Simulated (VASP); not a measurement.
Here is a VASP 6.6.1 calculation.

Contents of INCAR:

```
SYSTEM = Zr
PREC = Accurate
ENCUT = 520
EDIFF = 1E-6
ISMEAR = -1
SIGMA = 0.08
LREAL = .FALSE.
LASPH = .TRUE.
NELM = 80
ALGO = Normal
ISIF = 2
LWAVE = .FALSE.
LCHARG = .FALSE.
GGA = PS
NBANDS = 12
```

File KPOINTS:

```
Automatic mesh
0
G
  17 17 17
  0 0 0
```

Contents of POSCAR:

```
Zr
1.0
    2.2585213734      0.0000000000      0.0000000000
    0.0000000000      2.2585213734      0.0000000000
    0.0000000000      0.0000000000      2.2585213734
Zr
1
Direct
    0.0000000000      0.0000000000      0.0000000000
```

Potentials or basis: VASP PAW PBE potentials, release 64 (Zr_sv).

Run with:

```console
$ cat potpaw_PBE.64/Zr_sv/POTCAR > POTCAR
$ mpirun -np 1 vasp_std > vasp.out
```

(1) Estimate the pressure.

(2) Predict the band gap on the k mesh.

Results:

(1) 223.6 GPa.

(2) zero (band 6 reaches 21.07 eV, above the bottom of band 7 at 13.42 eV).

Caveat: the PAW data sets were made with another functional, which shifts forces and pressure a little.
